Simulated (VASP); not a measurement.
A run of VASP 6.6.1 is set up as follows.

File INCAR:

```
SYSTEM = B
  PREC = Accurate
  ENCUT = 520
  EDIFF = 1E-6
  ISMEAR = -1
  SIGMA = 0.1
  LREAL = .FALSE.
  LASPH = .TRUE.
  NELM = 100
  ALGO = Normal
  ISIF = 2
  LWAVE = .FALSE.
  LCHARG = .TRUE.
  GGA = RE
  LELF = .TRUE.
  LVHAR = .TRUE.
  NBANDS = 10
```

Contents of KPOINTS:

```
Automatic mesh
0
G
  22 22 12
  0 0 0
```

POSCAR

```
B
1.0
   -2.8819726862      3.0745168280      0.8348883599
    3.0745168280     -2.8819726862      0.8348883599
    2.0910012965      2.0910012965     -0.4822434115
B
2
Direct
    0.0714901233      0.9285098767      0.0000000000
    0.6785098767      0.3214901233      0.5000000000
```

Potentials or basis: VASP PAW PBE potentials, release 64 (B).

Launch:

```bash
$ cat potpaw_PBE.64/B/POTCAR > POTCAR
$ mpirun -np 1 vasp_std > vasp.out
```

Predict the band gap on the k mesh.

zero (band 3 reaches 8.25 eV, above the bottom of band 4 at -0.73 eV).

What does it give for the pressure?

-15.5 GPa.

Estimate the largest force.

0.332 eV/Å.

Stress tensor (GPa, compression positive):
```
 -7.61  -5.39  -2.17
 -5.39  -7.61  -2.17
 -2.17  -2.17 -31.28
```

Caveat: the PAW data sets were made with another functional, which shifts forces and pressure a little.
